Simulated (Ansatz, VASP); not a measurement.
One calculation of Cu3O2, two programs

File INCAR:

```
ALGO = Normal
EDIFF = 1E-6
ENCUT = 520
GGA = PS
ISIF = 2
ISMEAR = -1
LASPH = True
LCHARG = False
LREAL = False
LWAVE = False
NBANDS = 30
NELM = 60
PREC = Accurate
SIGMA = 0.05
```

File KPOINTS:

```
k-points
0
Gamma
  9 9 9
```

The input POSCAR:

```
Cu3O2
1.0
   -2.0229820000      2.0229820000      3.6736170000
    2.0229820000     -2.0229820000      3.6736170000
    2.0229820000      2.0229820000     -3.6736170000
Cu O
3 2
Direct
    0.0000000000      0.0000000000      0.0000000000
    0.7500000000      0.2500000000      0.5000000000
    0.2500000000      0.7500000000      0.5000000000
    0.5000000000      0.0000000000      0.5000000000
    0.0000000000      0.5000000000      0.5000000000
```

File input.yaml:

```yaml
crystal:
  lattice:
    - [-2.022982, 2.022982, 3.673617]
    - [2.022982, -2.022982, 3.673617]
    - [2.022982, 2.022982, -3.673617]
  atoms:
    - { symbol: Cu, position: [0.0, 0.0, 0.0] }
    - { symbol: Cu, position: [0.75, 0.25, 0.5] }
    - { symbol: Cu, position: [0.25, 0.75, 0.5] }
    - { symbol: O, position: [0.5, 0.0, 0.5] }
    - { symbol: O, position: [0.0, 0.5, 0.5] }
kpoints:
  mp_grid: { grid: [9, 9, 9] }
scf:
  occupations: { method: fermi_dirac, width: 0.05 }
hamiltonian:
  xc: pbesol
  pseudopotentials: { kind: all_electron, lapw: { basis_error: 0.001 } }
output:
  forces: true
  stress: true
  eigenvalues: true
```

Alike in both runs: task single point; functional PBEsol; k mesh 9 × 9 × 9; occupations fermi-dirac, width 0.05 eV; no spin polarisation.

```csv
,VASP,Ansatz
version,VASP 6.6.1,Ansatz 0.2.0
potentials or method,"VASP PAW PBE potentials, release 64 (Cu, O), cutoff 520 eV","all-electron LAPW, scalar-relativistic"
```

VASP gave:

```
gap on the k mesh at the Fermi level (eV)                     : none
pressure (GPa)                                                : -5.3
traceless stress, the component that is largest in VASP (GPa) : -2.04
```

What did Ansatz give for the same quantities?

gap on the k mesh at the Fermi level (eV): none; pressure (GPa): -6.2; traceless stress, the component that is largest in VASP (GPa): -2.75.

VASP's potentials were made for PBE, not for PBEsol. A gap of «none» marks a metal or a gap that the smearing closes. Ansatz ran all-electron here, and VASP with PAW potentials.
